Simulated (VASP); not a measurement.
# ZnSe (zincblende type) (F-43m) in VASP: single point with PBE

Aim: the single point of ZnSe (zincblende type) with PBE.

Program: VASP 6.6.1. These are calculated values, not measurements. Logs are shortened: lines on timing, memory, paths and dates and some standing lists are left out, and cuts for length are marked.

## 1. The cell of the first run

The structure is cubic, space group F-43m (No. 216). Conventional cell: a = 5.733 Å, b = 5.733 Å, c = 5.733 Å, α = 90.00°, β = 90.00°, γ = 90.00°. Within 3.3 Å of Zn (site symmetry -43m) lie 4 Se at 2.48 Å. Se (site symmetry -43m) has 4 Zn at 2.48 Å within 3.3 Å.

## 2. Single point, PBE

Input file INCAR:

```
  ALGO = Normal
  EDIFF = 1E-6
  ENCUT = 520
  GGA = PE
  ISIF = 2
  ISMEAR = -1
  LASPH = T
  LCHARG = T
  LELF = T
  LREAL = F
  LVHAR = T
  LWAVE = F
  NBANDS = 26
  NELM = 100
  PREC = Accurate
  SIGMA = 0.02
```

Input file KPOINTS:

```
k-points
0
Gamma
  6 5 6
```

Input file POSCAR:

```
ZnSe
1.0
   -2.8663503088      2.8663503088      0.0000000000
    0.0000000000      0.0000000000      5.7327006175
    2.8663503088      2.8663503088      0.0000000000
Zn Se
2 2
Direct
    0.0000000000      0.0000000000      0.0000000000
    0.5000000000      0.5000000000      0.5000000000
    0.0000000000      0.2500000000      0.5000000000
    0.5000000000      0.7500000000      0.0000000000
```

Potentials or basis: VASP PAW PBE potentials, release 64 (Zn, Se).

On the command line:

```
$ cat potpaw_PBE.64/Zn/POTCAR potpaw_PBE.64/Se/POTCAR > POTCAR
$ mpirun -np 1 vasp_std > vasp.out
```

OUTCAR:

```text
EDIFF = 1E-6
   ENCUT = 520
   GGA = PE
   ISIF = 2
   ISMEAR = -1
   LASPH = T
   LREAL = F
   NELM = 100
   PREC = Accurate

 ion  position               nearest neighbor table
   1  0.000  0.000  0.000-   3 2.48   4 2.48   3 2.48   4 2.48
   2  0.500  0.500  0.500-   3 2.48   4 2.48   4 2.48   3 2.48
   3  0.000  0.250  0.500-   1 2.48   2 2.48   1 2.48   2 2.48
   4  0.500  0.750  0.000-   1 2.48   2 2.48   2 2.48   1 2.48

  LATTYP: Found a simple tetragonal cell.
 ALAT       =     4.0536314812
 C/A-ratio  =     1.4142135623

  Lattice vectors:

 A1 = (   2.8663503088,  -2.8663503088,   0.0000000000)
 A2 = (   2.8663503088,   2.8663503088,   0.0000000000)
 A3 = (   0.0000000000,   0.0000000000,   5.7327006175)

Analysis of symmetry for initial positions (statically):
=====================================================================
 Subroutine PRICEL returns following result:

  LATTYP: Found a face centered cubic cell.
 ALAT       =     5.7327006175

  Lattice vectors:

 A1 = (   2.8663503088,   0.0000000000,   2.8663503087)
 A2 = (   2.8663503088,   2.8663503088,   0.0000000000)
 A3 = (   0.0000000000,   2.8663503088,   2.8663503088)

   2 primitive cells build up your supercell.

 Routine SETGRP: Setting up the symmetry group for a
 simple tetragonal supercell.

 Subroutine GETGRP returns: Found  8 space group operations
 (whereof  8 operations were pure point group operations)
 out of a pool of 16 trial point group operations.

The static configuration has the point symmetry D_2d.

Analysis of symmetry for dynamics (positions and initial velocities):
=====================================================================
 Subroutine PRICEL returns following result:

  LATTYP: Found a face centered cubic cell.
 ALAT       =     5.7327006175

  Lattice vectors:

 A1 = (   2.8663503088,   0.0000000000,   2.8663503087)
 A2 = (   2.8663503088,   2.8663503088,   0.0000000000)
 A3 = (   0.0000000000,   2.8663503088,   2.8663503088)

   2 primitive cells build up your supercell.

 Routine SETGRP: Setting up the symmetry group for a
 simple tetragonal supercell.

 Subroutine GETGRP returns: Found  8 space group operations
 (whereof  8 operations were pure point group operations)
 out of a pool of 16 trial point group operations.

The dynamic configuration has the point symmetry D_2d.

 Subroutine INISYM returns: Found  8 space group operations
 (whereof  8 operations are pure point group operations),
 and found     2 'primitive' translations

----------------------------------------------------------------------------------------

                                     Primitive cell

  volume of cell :      47.0997

  direct lattice vectors                    reciprocal lattice vectors
     2.866350309  0.000000000  2.866350309     0.174437855 -0.174437855  0.174437855
     2.866350309  2.866350309  0.000000000     0.174437855  0.174437855 -0.174437855
     0.000000000  2.866350309  2.866350309    -0.174437855  0.174437855  0.174437855

  length of vectors
     4.053631481  4.053631481  4.053631481     0.302135228  0.302135228  0.302135228

  position of ions in fractional coordinates (direct lattice)
     0.000000000  0.000000000  0.000000000
     0.250000000  0.250000000  0.250000000

  ion indices of the primitive-cell ions
   primitive index   ion index
                 1           1
                 2           3

----------------------------------------------------------------------------------------

 KPOINTS: k-points

Automatic generation of k-mesh.
 Grid dimensions read from file:
 generate k-points for:    6    5    6

 Generating k-lattice:

  Cartesian coordinates                     Fractional coordinates (reciprocal lattice)
    -0.029072976  0.029072976  0.000000000     0.166666667  0.000000000  0.000000000
     0.000000000  0.000000000  0.034887571     0.000000000  0.200000000  0.000000000
     0.029072976  0.029072976  0.000000000     0.000000000  0.000000000  0.166666667

  Length of vectors
     0.041115397  0.034887571  0.041115397

  Shift w.r.t. Gamma in fractional coordinates (k-lattice)
     0.000000000  0.000000000  0.000000000

 Subroutine IBZKPT returns following result:
 ===========================================

 Found     30 irreducible k-points:

 Following reciprocal coordinates:
            Coordinates               Weight
  0.000000  0.000000  0.000000      1.000000
  0.166667  0.000000  0.000000      4.000000
  0.333333  0.000000  0.000000      4.000000
  0.500000  0.000000  0.000000      2.000000
  0.000000  0.200000  0.000000      2.000000
  0.166667  0.200000  0.000000      8.000000
[... 16 lines left out ...]
  0.500000  0.000000  0.333333      4.000000
  0.333333  0.200000  0.333333      8.000000
 [... further k-points ...]
   k-points           NKPTS =     30   k-points in BZ     NKDIM =     30   number of bands    NBANDS=     26
   number of dos      NEDOS =    301   number of ions     NIONS =      4
   total plane-waves  NPLWV =  43200
   dimension x,y,z NGX =    30 NGY =   48 NGZ =   30
   dimension x,y,z NGXF=    60 NGYF=   96 NGZF=   60
   ions per type =               2   2
   NGX,Y,Z   is equivalent  to a cutoff of  12.30, 13.92, 12.30 a.u.
   NGXF,Y,Z  is equivalent  to a cutoff of  24.61, 27.84, 24.61 a.u.
 SYSTEM =  unknown system
   PREC   = accura    normal or accurate (medium, high low for compatibility)
   ISTART =      0    job   : 0-new  1-cont  2-samecut
   ICHARG =      2    charge: 1-file 2-atom 10-const
   ISPIN  =      1    spin polarized calculation?
   LNONCOLLINEAR =      F non collinear calculations
   LSORBIT =      F    spin-orbit coupling
   LASPH  =      T    aspherical Exc in radial PAW
   ENCUT  =  520.0 eV  38.22 Ry    6.18 a.u.   7.54 10.66  7.54*2*pi/ulx,y,z
   NELM   =    100;   NELMIN=  2; NELMDL= -5     # of ELM steps
   EDIFF  = 0.1E-05   stopping-criterion for ELM
   LREAL  =      F    real-space projection
   EDIFFG = 0.1E-04   stopping-criterion for IOM
   NSW    =      0    number of steps for IOM
   IBRION =     -1    ionic relax: 0-MD 1-quasi-New 2-CG
   NFREE  =      0    steps in history (QN), initial steepest desc. (CG)
   ISIF   =      2    stress and relaxation
   ISYM   =      2    0-nonsym 1-usesym 2-fastsym
   POTIM  = 0.5000    time-step for ionic-motion
   TEBEG  =    0.0;   TEEND  =   0.0 temperature during run
   PSTRESS=    0.0 pullay stress
   NELECT =      36.0000    total number of electrons
   NUPDOWN=      -1.0000    fix difference up-down
   EMIN   =  10.00;   EMAX   =-10.00  energy-range for DOS
   EFERMI =   0.00;   METHOD = LEGACY
   ISMEAR =    -1;   SIGMA  =   0.02  broadening in eV -4-tet -1-fermi 0-gaus
   EFERMI_NEDOS =   21; number of points for ismear=-14 and -15
   IALGO  =     38    algorithm
   IMIX   =      4    mixing-type and parameters
     AMIX     =   0.40;   BMIX     =  1.00
     AMIX_MAG =   1.60;   BMIX_MAG =  1.00
  volume/ion in A,a.u.               =      23.55       158.92
  Fermi-wavevector in a.u.,A,eV,Ry     =   1.188027  2.245046 19.203382  1.411409
  Thomas-Fermi vector in A             =   2.324166
   LORBIT       =      0    0 simple, 1 ext, 2 COOP (PROOUT), +10 PAW based schemes
   GGA     = PE    functional components
   LHFCALC =     F    Hartree Fock is set to
   AEXX    =    0.0000 exact exchange contribution
   IVDW    =     0    specifies the selected vdW correction
   LEPSILON=     F    determine dielectric tensor
   LRPA    =     F    only Hartree local field effects (RPA)
 non-spin polarized calculation
  energy-cutoff  :      520.00
  volume of cell :       94.20
 maximum number of plane-waves:      2571
   NGX = 15   NGY = 21   NGZ = 15

 number of electron      36.0000031 magnetization

 Free energy of the ion-electron system (eV)
  ---------------------------------------------------
  ext. energy  EPLUGINS =         0.00000000
  ---------------------------------------------------
  free energy    TOTEN  =       -12.06234367 eV

  energy without entropy =      -12.06234367  energy(sigma->0) =      -12.06234367

 E-fermi :   1.7227     XC(G=0):  -9.1656

 val. band max:        1.3264245795   @ k =   0.0000   0.0000   0.0000
 cond. band min:       2.4796961158   @ k =   0.0000   0.0000   0.0000
 fundamental gap:      1.1532715363
 Fermi energy:         1.7226865211

 k-point     1 :       0.0000    0.0000    0.0000
  band No.  band energies     occupation
      1     -11.7189      2.00000
      2     -10.7391      2.00000
      3      -5.1017      2.00000
      4      -5.1017      2.00000
      5      -5.1016      2.00000
      6      -5.0531      2.00000
[... 18 lines left out ...]
     25      11.1218      0.00000
     26      11.8200      0.00000

 k-point     2 :       0.1667    0.0000    0.0000
  band No.  band energies     occupation
      1     -11.6077      2.00000
      2     -10.7417      2.00000
      3      -5.0944      2.00000
      4      -5.0869      2.00000
      5      -5.0785      2.00000
      6      -5.0249      2.00000
[... 18 lines left out ...]
     25      10.7761      0.00000
     26      11.2666      0.00000

 k-point     3 :       0.3333    0.0000    0.0000
  band No.  band energies     occupation
      1     -11.3233      2.00000
      2     -10.8011      2.00000
      3      -5.0475      2.00000
      4      -5.0418      2.00000
      5      -5.0244      2.00000
      6      -5.0053      2.00000
[... 18 lines left out ...]
     25       9.6359      0.00000
     26       9.7497      0.00000

 k-point     4 :       0.5000    0.0000    0.0000
  band No.  band energies     occupation
      1     -11.0039      2.00000
      2     -11.0039      2.00000
      3      -5.0079      2.00000
      4      -5.0079      2.00000
      5      -4.9940      2.00000
      6      -4.9940      2.00000
[... 18 lines left out ...]
     25       8.5932      0.00000
     26       8.5932      0.00000

 k-point     5 :       0.0000    0.2000    0.0000
  band No.  band energies     occupation
      1     -11.6376      2.00000
      2     -10.8477      2.00000
      3      -5.1051      2.00000
      4      -5.0838      2.00000
      5      -5.0838      2.00000
      6      -5.0616      2.00000
[... 18 lines left out ...]
     25      10.9927      0.00000
     26      11.2004      0.00000

 k-point     6 :       0.1667    0.2000    0.0000
  band No.  band energies     occupation
      1     -11.5337      2.00000
      2     -10.8345      2.00000
      3      -5.0796      2.00000
      4      -5.0736      2.00000
      5      -5.0729      2.00000
      6      -5.0296      2.00000
[... 427 lines left out ...]
 k-point    21 :       0.5000    0.4000    0.1667
  band No.  band energies     occupation
      1     -10.9284      2.00000
      2     -10.9284      2.00000
      3      -5.0154      2.00000
      4      -5.0154      2.00000
      5      -4.9901      2.00000
      6      -4.9901      2.00000
[... 18 lines left out ...]
     25       9.5535      0.00000
     26       9.5535      0.00000

 k-point    22 :       0.3333    0.0000    0.3333
  band No.  band energies     occupation
      1     -11.0153      2.00000
      2     -10.7358      2.00000
      3      -5.0783      2.00000
      4      -5.0016      2.00000
      5      -4.9387      2.00000
      6      -4.9386      2.00000
[... 18 lines left out ...]
     25      10.1167      0.00000
     26      10.4703      0.00000

 k-point    23 :       0.5000    0.0000    0.3333
  band No.  band energies     occupation
      1     -10.8091      2.00000
      2     -10.8091      2.00000
      3      -5.0389      2.00000
      4      -5.0389      2.00000
      5      -4.9035      2.00000
      6      -4.9035      2.00000
[... 18 lines left out ...]
     25      11.6059      0.00000
     26      11.6063      0.00000

 k-point    24 :       0.3333    0.2000    0.3333
  band No.  band energies     occupation
      1     -10.9867      2.00000
      2     -10.7603      2.00000
      3      -5.0465      2.00000
      4      -5.0049      2.00000
      5      -4.9550      2.00000
      6      -4.9190      2.00000
[... 18 lines left out ...]
     25      10.0575      0.00000
     26      10.4281      0.00000

 [... further k-points ...]

------------------------ aborting loop because EDIFF is reached ----------------------------------------

  FORCE on cell =-STRESS in cart. coord.  units (eV):
  Direction    XX          YY          ZZ          XY          YZ          ZX
  --------------------------------------------------------------------------------------
  -------------------------------------------------------------------------------------
  Total        0.1262010      0.1262010      0.1022892      0.0000000      0.0000000      0.0000000
  in kB        2.1464737      2.1464737      1.7397731      0.0000000      0.0000000      0.0000000
  external PRESSURE =       2.0109068 kB  Pullay stress =       0.0000000 kB

 VOLUME and BASIS-vectors are now :
 -----------------------------------------------------------------------------
  energy-cutoff  :      520.00
  volume of cell :       94.20
      direct lattice vectors                 reciprocal lattice vectors
    -2.866350309  2.866350309  0.000000000    -0.174437855  0.174437855  0.000000000
     0.000000000  0.000000000  5.732700617     0.000000000  0.000000000  0.174437855
     2.866350309  2.866350309  0.000000000     0.174437855  0.174437855  0.000000000

 POSITION                                       TOTAL-FORCE (eV/Angst)
 -----------------------------------------------------------------------------------
      0.00000      0.00000      0.00000        -0.000000     -0.000000      0.000000
      0.00000      2.86635      2.86635         0.000000     -0.000000      0.000000
      1.43318      1.43318      1.43318        -0.000000      0.000000      0.000000
     -1.43318      1.43318      4.29953        -0.000000      0.000000      0.000000
 -----------------------------------------------------------------------------------
    total drift:                                0.000000      0.000000     -0.000002

  FREE ENERGIE OF THE ION-ELECTRON SYSTEM (eV)
  ---------------------------------------------------
  free  energy   TOTEN  =       -12.0623436674 eV

  energy  without entropy=      -12.0623436674  energy(sigma->0) =      -12.06234367
```

It took 55 s on 1 thread of Intel Xeon Platinum 8259CL at 2.50GHz (Skylake/Cascade Lake), shared host; peak memory 0.23 GiB.

What came out:

```yaml
Free_energy: -12.0623 eV
Pressure: 0.2 GPa
Band_gap_on_the_k_mesh: 1.15 eV
```

Levels at points of the mesh, in eV from the valence-band top:
| k point | band 16 | band 17 | band 18 | band 19 | band 20 | band 21 |
| --- | --- | --- | --- | --- | --- | --- |
| (0.00, 0.00, 0.00) | 0.00 | 0.00 | 0.00 | 1.15 | 3.06 | 3.46 |
| (0.50, 0.00, 0.00) | -2.41 | -0.86 | -0.86 | 4.05 | 4.05 | 6.34 |
| (0.50, 0.00, 0.50) | -2.07 | -2.07 | -2.07 | 3.06 | 3.06 | 3.46 |
